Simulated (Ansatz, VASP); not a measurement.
One calculation of In, two programs

INCAR

```
PREC = Accurate
ENCUT = 520
EDIFF = 1E-6
ISMEAR = -1
SIGMA = 0.05
LREAL = False
LASPH = True
NELM = 80
ALGO = Normal
ISIF = 2
LWAVE = False
LCHARG = False
GGA = CA
NBANDS = 12
```

KPOINTS

```
Automatic mesh
0
Gamma
  14 14 14
```

Contents of POSCAR:

```
In
1.0
   -1.6261500000      1.6261500000      2.4492105000
    1.6261500000     -1.6261500000      2.4492105000
    1.6261500000      1.6261500000     -2.4492105000
In
1
Direct
    0.0000000000      0.0000000000      0.0000000000
```

Input for Ansatz:

```yaml
crystal:
  lattice:
    - [-1.62615, 1.62615, 2.4492105]
    - [1.62615, -1.62615, 2.4492105]
    - [1.62615, 1.62615, -2.4492105]
  atoms:
    - { symbol: In, position: [0.0, 0.0, 0.0] }
kpoints:
  mp_grid: { grid: [14, 14, 14] }
  band_path:
    path:
      - [0.0, 0.0, 0.0]
      - [0.0, 0.0, 0.5]
      - [0.25, 0.25, 0.25]
      - [0.0, 0.5, 0.0]
      - [0.0, 0.0, 0.0]
      - [0.5, 0.5, -0.5]
      - [0.3602069518, 0.6397930482, -0.3602069518]
      - [-0.3602069518, 0.3602069518, 0.3602069518]
      - [0.0, 0.0, 0.0]
    npoints: 5
scf:
  occupations: { method: fermi_dirac, width: 0.05 }
hamiltonian:
  xc: lda
  pseudopotentials: { kind: all_electron, lapw: { basis_error: 0.0005 } }
output:
  forces: true
  stress: true
  eigenvalues: true
```

Change from the starting cell: zz strain of -1 %.

Alike in both runs: task single point; functional LDA; k mesh 14 × 14 × 14; occupations fermi-dirac, width 0.05 eV; no spin polarisation.

```csv
,VASP,Ansatz
version,VASP 6.6.1,Ansatz 0.2.0
potentials or method,"VASP PAW LDA potentials, release 64 (In_d), cutoff 520 eV","all-electron LAPW, scalar-relativistic"
```

|  | VASP | Ansatz | Ansatz less VASP |
| --- | --- | --- | --- |
| pressure (GPa) | -2.3 | -2.3 | 0.00 |
| traceless stress, the component that is largest in VASP (GPa) | 0.38 | 0.38 | -0.002 |

LDA's correlation is that of Perdew and Zunger in VASP and of Perdew and Wang (1992) in Ansatz. Ansatz ran all-electron here, and VASP with PAW potentials.
